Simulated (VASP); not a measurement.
# EuO (Fm-3m) in VASP: notebook

Runs on EuO. Level: r2SCAN. Tasks: single point.

Everything below comes from runs of VASP 6.6.1. Logs are shortened: lines on timing, memory, paths and dates and some standing lists are left out, and cuts for length are marked.

**1. The cell of the first run**

The structure is cubic, space group Fm-3m (No. 225). Conventional cell: a = 4.979 Å, b = 4.979 Å, c = 4.979 Å, α = 90.00°, β = 90.00°, γ = 90.00°. Eu (site symmetry m-3m) has 6 O at 2.49 Å within 3.3 Å. O (site symmetry m-3m) has 6 Eu at 2.49 Å within 3.3 Å.

**2. Single point, r2SCAN, collinear spin, ferromagnetic start (15.43 Å³/atom)**

POSCAR

```
EuO
1.0
    0.0000000000      2.4897211931      2.4897211931
    2.4897211931      0.0000000000      2.4897211931
    2.4897211931      2.4897211931      0.0000000000
Eu O
1 1
Direct
    0.0000000000      0.0000000000      0.0000000000
    0.5000000000      0.5000000000      0.5000000000
```

INCAR.step1

```
ALGO = Normal
EDIFF = 1E-5
ENCUT = 800
GGA = PE
GGA_COMPAT = F
ISMEAR = 0
ISPIN = 2
LASPH = T
LCHARG = F
LMAXMIX = 6
LREAL = F
LWAVE = T
MAGMOM = 7.3 0
NBANDS = 22
NELM = 200
PREC = Accurate
SIGMA = 0.05
```

INCAR.step2

```
ALGO = Normal
EDIFF = 1E-6
ENCUT = 800
GGA_COMPAT = F
ISIF = 2
ISMEAR = 0
ISPIN = 2
ISTART = 1
LASPH = T
LCHARG = F
LMAXMIX = 6
LMIXTAU = T
LORBIT = 11
LREAL = F
LWAVE = F
MAGMOM = 7.3 0
METAGGA = R2SCAN
NBANDS = 22
NELM = 200
PREC = Accurate
SIGMA = 0.05
```

KPOINTS

```
k-points
0
Gamma
  12 12 12
```

Potentials or basis: VASP PAW PBE potentials, release 64 (Eu, O).

Started as:

```sh
$ cat potpaw_PBE.64/Eu/POTCAR potpaw_PBE.64/O/POTCAR > POTCAR
$ cp INCAR.step1 INCAR
$ mpirun -np 1 vasp_std > vasp.out
$ cp INCAR.step2 INCAR
$ mpirun -np 1 vasp_std > vasp.out
```

OUTCAR:

```text
EDIFF = 1E-6
   ENCUT = 800
   ISIF = 2
   ISMEAR = 0
   ISPIN = 2
   ISTART = 1
   LASPH = T
   LORBIT = 11
   LREAL = F
   METAGGA = R2SCAN
   NELM = 200
   PREC = Accurate

 ion  position               nearest neighbor table
   1  0.000  0.000  0.000-   2 2.49   2 2.49   2 2.49   2 2.49   2 2.49   2 2.49
   2  0.500  0.500  0.500-   1 2.49   1 2.49   1 2.49   1 2.49   1 2.49   1 2.49

  LATTYP: Found a face centered cubic cell.
 ALAT       =     4.9794423862

  Lattice vectors:

 A1 = (   0.0000000000,   2.4897211931,   2.4897211931)
 A2 = (   2.4897211931,   0.0000000000,   2.4897211931)
 A3 = (   2.4897211931,   2.4897211931,   0.0000000000)

Analysis of symmetry for initial positions (statically):
=====================================================================
 Subroutine PRICEL returns:
 Original cell was already a primitive cell.

 Routine SETGRP: Setting up the symmetry group for a
 face centered cubic supercell.

 Subroutine GETGRP returns: Found 48 space group operations
 (whereof 48 operations were pure point group operations)
 out of a pool of 48 trial point group operations.

The static configuration has the point symmetry O_h .

Analysis of symmetry for dynamics (positions and initial velocities):
=====================================================================
 Subroutine PRICEL returns:
 Original cell was already a primitive cell.

 Routine SETGRP: Setting up the symmetry group for a
 face centered cubic supercell.

 Subroutine GETGRP returns: Found 48 space group operations
 (whereof 48 operations were pure point group operations)
 out of a pool of 48 trial point group operations.

The dynamic configuration has the point symmetry O_h .

Analysis of structural, dynamic, and magnetic symmetry:
=====================================================================
 Subroutine PRICEL returns:
 Original cell was already a primitive cell.

 Routine SETGRP: Setting up the symmetry group for a
 face centered cubic supercell.

 Subroutine GETGRP returns: Found 48 space group operations
 (whereof 48 operations were pure point group operations)
 out of a pool of 48 trial point group operations.

The overall configuration has the point symmetry O_h .

 Subroutine INISYM returns: Found 48 space group operations
 (whereof 48 operations are pure point group operations),
 and found     1 'primitive' translations

----------------------------------------------------------------------------------------

                                     Primitive cell

  volume of cell :      30.8661

  direct lattice vectors                    reciprocal lattice vectors
     0.000000000  2.489721193  2.489721193    -0.200825699  0.200825699  0.200825699
     2.489721193  0.000000000  2.489721193     0.200825699 -0.200825699  0.200825699
     2.489721193  2.489721193  0.000000000     0.200825699  0.200825699 -0.200825699

  length of vectors
     3.520997478  3.520997478  3.520997478     0.347840315  0.347840315  0.347840315

  position of ions in fractional coordinates (direct lattice)
     0.000000000  0.000000000  0.000000000
     0.500000000  0.500000000  0.500000000

  ion indices of the primitive-cell ions
   primitive index   ion index
                 1           1
                 2           2

----------------------------------------------------------------------------------------

 KPOINTS: k-points

Automatic generation of k-mesh.
 Grid dimensions read from file:
 generate k-points for:   12   12   12

 Generating k-lattice:

  Cartesian coordinates                     Fractional coordinates (reciprocal lattice)
    -0.016735475  0.016735475  0.016735475     0.083333333  0.000000000  0.000000000
     0.016735475 -0.016735475  0.016735475     0.000000000  0.083333333  0.000000000
     0.016735475  0.016735475 -0.016735475     0.000000000  0.000000000  0.083333333

  Length of vectors
     0.028986693  0.028986693  0.028986693

  Shift w.r.t. Gamma in fractional coordinates (k-lattice)
     0.000000000  0.000000000  0.000000000

 Subroutine IBZKPT returns following result:
 ===========================================

 Found     72 irreducible k-points:

 Following reciprocal coordinates:
            Coordinates               Weight
  0.000000  0.000000  0.000000      1.000000
  0.083333  0.000000  0.000000      8.000000
  0.166667  0.000000  0.000000      8.000000
  0.250000  0.000000  0.000000      8.000000
  0.333333  0.000000  0.000000      8.000000
  0.416667  0.000000  0.000000      8.000000
[... 16 lines left out ...]
  0.500000  0.166667  0.000000     24.000000
 -0.416667  0.166667  0.000000     24.000000
 [... further k-points ...]
   k-points           NKPTS =     72   k-points in BZ     NKDIM =     72   number of bands    NBANDS=     22
   number of dos      NEDOS =    301   number of ions     NIONS =      2
   total plane-waves  NPLWV =  32768
   dimension x,y,z NGX =    32 NGY =   32 NGZ =   32
   dimension x,y,z NGXF=    64 NGYF=   64 NGZF=   64
   ions per type =               1   1
   NGX,Y,Z   is equivalent  to a cutoff of  15.11, 15.11, 15.11 a.u.
   NGXF,Y,Z  is equivalent  to a cutoff of  30.22, 30.22, 30.22 a.u.
 SYSTEM =  unknown system
   PREC   = accura    normal or accurate (medium, high low for compatibility)
   ISTART =      1    job   : 0-new  1-cont  2-samecut
   ICHARG =      0    charge: 1-file 2-atom 10-const
   ISPIN  =      2    spin polarized calculation?
   LNONCOLLINEAR =      F non collinear calculations
   LSORBIT =      F    spin-orbit coupling
   LASPH  =      T    aspherical Exc in radial PAW
   ENCUT  =  800.0 eV  58.80 Ry    7.67 a.u.   8.12  8.12  8.12*2*pi/ulx,y,z
   NELM   =    200;   NELMIN=  2; NELMDL=  0     # of ELM steps
   EDIFF  = 0.1E-05   stopping-criterion for ELM
   LREAL  =      F    real-space projection
   EDIFFG = 0.1E-04   stopping-criterion for IOM
   NSW    =      0    number of steps for IOM
   IBRION =     -1    ionic relax: 0-MD 1-quasi-New 2-CG
   NFREE  =      0    steps in history (QN), initial steepest desc. (CG)
   ISIF   =      2    stress and relaxation
   ISYM   =      2    0-nonsym 1-usesym 2-fastsym
   POTIM  = 0.5000    time-step for ionic-motion
   TEBEG  =    0.0;   TEEND  =   0.0 temperature during run
   PSTRESS=    0.0 pullay stress
   NELECT =      23.0000    total number of electrons
   NUPDOWN=      -1.0000    fix difference up-down
   EMIN   =  10.00;   EMAX   =-10.00  energy-range for DOS
   EFERMI =   0.00;   METHOD = LEGACY
   ISMEAR =     0;   SIGMA  =   0.05  broadening in eV -4-tet -1-fermi 0-gaus
   EFERMI_NEDOS =   21; number of points for ismear=-14 and -15
   IALGO  =     38    algorithm
   IMIX   =      4    mixing-type and parameters
     AMIX     =   0.40;   BMIX     =  1.00
     AMIX_MAG =   1.60;   BMIX_MAG =  1.00
  volume/ion in A,a.u.               =      15.43       104.15
  Fermi-wavevector in a.u.,A,eV,Ry     =   1.484192  2.804716 29.971262  2.202826
  Thomas-Fermi vector in A             =   2.597759
   LORBIT       =     11    0 simple, 1 ext, 2 COOP (PROOUT), +10 PAW based schemes
   METAGGA = R2SCAN    functional components
   LHFCALC =     F    Hartree Fock is set to
   AEXX    =    0.0000 exact exchange contribution
   IVDW    =     0    specifies the selected vdW correction
   LEPSILON=     F    determine dielectric tensor
   LRPA    =     F    only Hartree local field effects (RPA)
 spin polarized calculation
 Gauss-broadening in eV      SIGMA  =   0.05
  energy-cutoff  :      800.00
  volume of cell :       30.87
 maximum number of plane-waves:      1604
   NGX = 17   NGY = 17   NGZ = 17

 number of electron      23.0000002 magnetization       6.9575908

 Free energy of the ion-electron system (eV)
  ---------------------------------------------------
  ext. energy  EPLUGINS =         0.00000000
  ---------------------------------------------------
  free energy    TOTEN  =       -51.80461926 eV

  energy without entropy =      -51.80327316  energy(sigma->0) =      -51.80394621

 E-fermi :   5.3447     XC(G=0): -11.9995

 val. band max:        5.3429441484   @ k =   0.0833   0.0000   0.0000
 cond. band min:       5.3590848635   @ k =   0.5000   0.4167   0.0000
 fundamental gap:      0.0161407152
 Fermi energy:         5.3446535957

 spin component 1

 k-point     1 :       0.0000    0.0000    0.0000
  band No.  band energies     occupation
      1     -37.6108      1.00000
      2     -15.2950      1.00000
      3     -15.2950      1.00000
      4     -15.2950      1.00000
      5     -14.9899      1.00000
      6       0.8879      1.00000
[... 14 lines left out ...]
     21       9.6595      0.00000
     22      15.2586      0.00000

 k-point     2 :       0.0833    0.0000    0.0000
  band No.  band energies     occupation
      1     -37.6014      1.00000
      2     -15.8066      1.00000
      3     -15.3021      1.00000
      4     -15.3021      1.00000
      5     -14.5016      1.00000
      6       0.6660      1.00000
[... 14 lines left out ...]
     21       9.9221      0.00000
     22      15.7139      0.00000

 k-point     3 :       0.1667    0.0000    0.0000
  band No.  band energies     occupation
      1     -37.5756      1.00000
      2     -16.4189      1.00000
      3     -15.3213      1.00000
      4     -15.3213      1.00000
      5     -13.9533      1.00000
      6       0.1446      1.00000
[... 14 lines left out ...]
     21      10.6192      0.00000
     22      16.9248      0.00000
[... 476 lines left out ...]
 k-point    23 :       0.5000    0.1667    0.0000
  band No.  band energies     occupation
      1     -37.4573      1.00000
      2     -17.4798      1.00000
      3     -15.6222      1.00000
      4     -15.4889      1.00000
      5     -13.2556      1.00000
      6      -0.8378      1.00000
[... 14 lines left out ...]
     21      14.4862      0.00000
     22      16.8918      0.00000

 k-point    24 :      -0.4167    0.1667    0.0000
  band No.  band energies     occupation
      1     -37.4549      1.00000
      2     -17.5171      1.00000
      3     -15.6762      1.00000
      4     -15.4515      1.00000
      5     -13.1862      1.00000
      6      -0.9676      1.00000
[... 14 lines left out ...]
     21      14.9342      0.00000
     22      16.6658      0.00000

 [... further k-points ...]

 spin component 2

 k-point     1 :       0.0000    0.0000    0.0000
  band No.  band energies     occupation
      1     -34.0334      1.00000
      2     -15.0773      1.00000
      3     -12.6561      1.00000
      4     -12.6561      1.00000
      5     -12.6561      1.00000
      6       0.9763      1.00000
[... 14 lines left out ...]
     21      11.6210      0.00000
     22      17.4107      0.00000

 k-point     2 :       0.0833    0.0000    0.0000
  band No.  band energies     occupation
      1     -34.0204      1.00000
      2     -15.2335      1.00000
      3     -12.6636      1.00000
      4     -12.6636      1.00000
      5     -12.5395      1.00000
      6       0.7858      1.00000
[... 14 lines left out ...]
     21      11.7266      0.00000
     22      17.7642      0.00000

 k-point     3 :       0.1667    0.0000    0.0000
  band No.  band energies     occupation
      1     -33.9846      1.00000
      2     -15.6031      1.00000
      3     -12.6838      1.00000
      4     -12.6838      1.00000
      5     -12.2785      1.00000
      6       0.3258      1.00000
[... 14 lines left out ...]
     21      12.2366      0.00000
     22      18.7771      0.00000
[... 476 lines left out ...]
 k-point    23 :       0.5000    0.1667    0.0000
  band No.  band energies     occupation
      1     -33.8200      1.00000
      2     -16.4630      1.00000
      3     -13.0702      1.00000
      4     -12.8881      1.00000
      5     -11.9672      1.00000
      6      -0.5165      1.00000
[... 14 lines left out ...]
     21      16.2004      0.00000
     22      18.6600      0.00000

 k-point    24 :      -0.4167    0.1667    0.0000
  band No.  band energies     occupation
      1     -33.8164      1.00000
      2     -16.5036      1.00000
      3     -13.1465      1.00000
      4     -12.8357      1.00000
      5     -11.8836      1.00000
      6      -0.6748      1.00000
[... 14 lines left out ...]
     21      16.6842      0.00000
     22      18.3948      0.00000

 [... further k-points ...]

------------------------ aborting loop because EDIFF is reached ----------------------------------------

  FORCE on cell =-STRESS in cart. coord.  units (eV):
  Direction    XX          YY          ZZ          XY          YZ          ZX
  --------------------------------------------------------------------------------------
  -------------------------------------------------------------------------------------
  Total        0.8544856      0.8544856      0.8544856      0.0000000     -0.0000000      0.0000000
  in kB       44.3540407     44.3540407     44.3540407      0.0000000     -0.0000000      0.0000000
  external PRESSURE =      44.3540407 kB  Pullay stress =       0.0000000 kB

 VOLUME and BASIS-vectors are now :
 -----------------------------------------------------------------------------
  energy-cutoff  :      800.00
  volume of cell :       30.87
      direct lattice vectors                 reciprocal lattice vectors
     0.000000000  2.489721193  2.489721193    -0.200825699  0.200825699  0.200825699
     2.489721193  0.000000000  2.489721193     0.200825699 -0.200825699  0.200825699
     2.489721193  2.489721193  0.000000000     0.200825699  0.200825699 -0.200825699

 POSITION                                       TOTAL-FORCE (eV/Angst)
 -----------------------------------------------------------------------------------
      0.00000      0.00000      0.00000         0.000000      0.000000      0.000000
      2.48972      2.48972      2.48972         0.000000     -0.000000      0.000000
 -----------------------------------------------------------------------------------
    total drift:                                0.000000     -0.000000     -0.000000

  FREE ENERGIE OF THE ION-ELECTRON SYSTEM (eV)
  ---------------------------------------------------
  free  energy   TOTEN  =       -51.8046192587 eV

  energy  without entropy=      -51.8032731633  energy(sigma->0) =      -51.80394621

 total charge

# of ion       s       p       d       f       tot
--------------------------------------------------
    1        2.043   5.823   0.428   6.627  14.921
    2        1.557   3.464   0.000   0.000   5.021
--------------------------------------------------
tot          3.600   9.287   0.428   6.627  19.942

 magnetization (x)

# of ion       s       p       d       f       tot
--------------------------------------------------
    1       -0.023  -0.177   0.151   6.569   6.519
    2       -0.006  -0.103   0.000   0.000  -0.109
--------------------------------------------------
tot         -0.030  -0.280   0.151   6.569   6.410
```

Run time: 15 min. Hardware: 1 thread of AMD EPYC 7R43 (Zen 3), shared host; peak memory 0.31 GiB.

Results:

| Item | Value |
| --- | --- |
| Free energy | -51.8046 eV |
| Pressure | 4.4 GPa |
| Net moment | 6.96 μB per cell |
| Site moments | Eu +6.52; O -0.11 μB |
| Valence electrons inside the program's atomic spheres | Eu 14.92; O 5.02 |

Caveat: the cell stands under pressure; the PAW data sets were made with another functional, which shifts forces and pressure a little; spin-orbit coupling is left out, which moves the levels of the heavy elements; a cell with one magnetic atom can't hold antiferromagnetic order, which such compounds often take; semilocal functionals describe open f shells poorly, which spoils levels, moments and volumes.

**3. Single point, r2SCAN, collinear spin, ferromagnetic start (15.75 Å³/atom)**

This run uses another cell than the first one, of 15.75 Å³/atom.

POSCAR

```
EuO
1.0
    0.0000000000      2.5068922267      2.5068922267
    2.5068922267      0.0000000000      2.5068922267
    2.5068922267      2.5068922267      0.0000000000
Eu O
1 1
Direct
    0.0000000000      0.0000000000      0.0000000000
    0.5000000000      0.5000000000      0.5000000000
```

INCAR.step1

```
SYSTEM = EuO
  PREC = Accurate
  ENCUT = 800
  ISMEAR = 0
  SIGMA = 0.05
  LREAL = .False.
  LASPH = .True.
  NELM = 200
  ISPIN = 2
  MAGMOM = 7.32 0
  LMAXMIX = 6
  NBANDS = 22
  GGA = PE
  ALGO = Normal
  EDIFF = 1E-5
  LWAVE = .True.
  LCHARG = .False.
  GGA_COMPAT = .False.
```

INCAR.step2

```
SYSTEM = EuO
  PREC = Accurate
  ENCUT = 800
  EDIFF = 1E-6
  ISMEAR = 0
  SIGMA = 0.05
  LREAL = .False.
  LASPH = .True.
  NELM = 200
  ALGO = Normal
  ISIF = 2
  LWAVE = .False.
  LCHARG = .False.
  ISPIN = 2
  MAGMOM = 7.32 0
  LORBIT = 11
  LMAXMIX = 6
  METAGGA = R2SCAN
  LMIXTAU = .True.
  NBANDS = 22
  ISTART = 1
  GGA_COMPAT = .False.
```

KPOINTS

```
regular mesh
0
Gamma
  12 12 12
  0 0 0
```

Potentials or basis: VASP PAW PBE potentials, release 64 (Eu, O).

Started as:

```sh
$ cat potpaw_PBE.64/Eu/POTCAR potpaw_PBE.64/O/POTCAR > POTCAR
$ cp INCAR.step1 INCAR
$ mpirun -np 1 vasp_std > vasp.out
$ cp INCAR.step2 INCAR
$ mpirun -np 1 vasp_std > vasp.out
```

It took 26 min on 1 thread of AMD EPYC 7R43 (Zen 3), shared host; peak memory 0.35 GiB.

The run converged. Its results:

```yaml
Free_energy: -51.8171 eV
Pressure: 1.9 GPa
Band_gap_on_the_k_mesh: zero (filled and empty bands overlap)
Net_moment: 6.96 μB per cell
Site_moments: Eu +6.52; O -0.11 μB
Valence_electrons_inside_the_program's_atomic_spheres: Eu 14.91; O 5.01
```

Levels at points of the mesh, in eV from the Fermi level:
Spin up:
```
           k point  band 13  band 14  band 15  band 16  band 17  band 18
(0.00, 0.00, 0.00)     0.09     0.09     0.09     0.33     1.79     1.79
(0.50, 0.00, 0.00)    -0.31    -0.30    -0.28     2.60     4.83     4.83
(0.50, 0.50, 0.00)    -0.44    -0.29    -0.05    -0.05     4.13     6.30
```
Spin down:
| k point | band 5 | band 6 | band 7 | band 8 | band 9 | band 10 | band 11 | band 12 |
| --- | --- | --- | --- | --- | --- | --- | --- | --- |
| (0.00, 0.00, 0.00) | -18.03 | -4.31 | -4.31 | -4.31 | 1.54 | 3.00 | 3.00 | 3.00 |
| (0.50, 0.00, 0.00) | -17.00 | -6.36 | -5.52 | -5.52 | 3.44 | 4.71 | 5.51 | 5.51 |
| (0.50, 0.50, 0.00) | -18.57 | -4.16 | -4.16 | -4.11 | -0.32 | 5.30 | 5.48 | 5.70 |

Caveat: the PAW data sets were made with another functional, which shifts forces and pressure a little; spin-orbit coupling is left out, which moves the levels of the heavy elements; a cell with one magnetic atom can't hold antiferromagnetic order, which such compounds often take; semilocal functionals describe open f shells poorly, which spoils levels, moments and volumes. The state reached can hang on the start; a lower one may exist.

The gap in the log of VASP goes by the Fermi energy; the results here count the filled bands.